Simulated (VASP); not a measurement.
A run of VASP 6.6.1:

File INCAR:

```
SYSTEM = SnH5
  ALGO = Normal
  EDIFF = 1E-6
  EDIFFG = -0.04
  ENCUT = 600
  GGA = PE
  IBRION = 2
  ISIF = 3
  ISMEAR = 0
  LASPH = .True.
  LCHARG = .False.
  LREAL = .False.
  LWAVE = .False.
  NELM = 80
  NSW = 90
  PREC = Accurate
  SIGMA = 0.1
```

Contents of KPOINTS:

```
k-points
0
Gamma
  6 6 4
  0 0 0
```

The input POSCAR:

```
SnH5
1.0
    3.8909350100      0.0000000000      0.0000000000
   -1.9454675100      3.3696485600      0.0000000000
    0.0000000000      0.0000000000      5.2817527400
Sn H
1 5
Direct
    0.0000000000      0.0000000000      0.5000000000
    0.6666666700      0.3333333300      0.7959949400
    0.0000000000      0.0000000000      0.0000000000
    0.6666666700      0.3333333300      0.2040050600
    0.3333333300      0.6666666700      0.2040050600
    0.3333333300      0.6666666700      0.7959949400
```

Potentials or basis: VASP PAW PBE potentials, release 64 (Sn_d, H).

The run is started by

```sh
$ cat potpaw_PBE.64/Sn_d/POTCAR potpaw_PBE.64/H/POTCAR > POTCAR
$ mpirun -np 1 vasp_std > vasp.out
```

Hardware: 1 thread of Intel(R) Xeon(R) Platinum 8259CL CPU @ 2.50GHz (Skylake/Cascade Lake), on a shared host.

How long does it take, and how much memory?

It took 9.1 min on 1 thread of Intel(R) Xeon(R) Platinum 8259CL CPU @ 2.50GHz (Skylake/Cascade Lake) (shared host), peak memory 0.23 GiB. Counts: scf iterations 275, k points 21, ion steps 35.
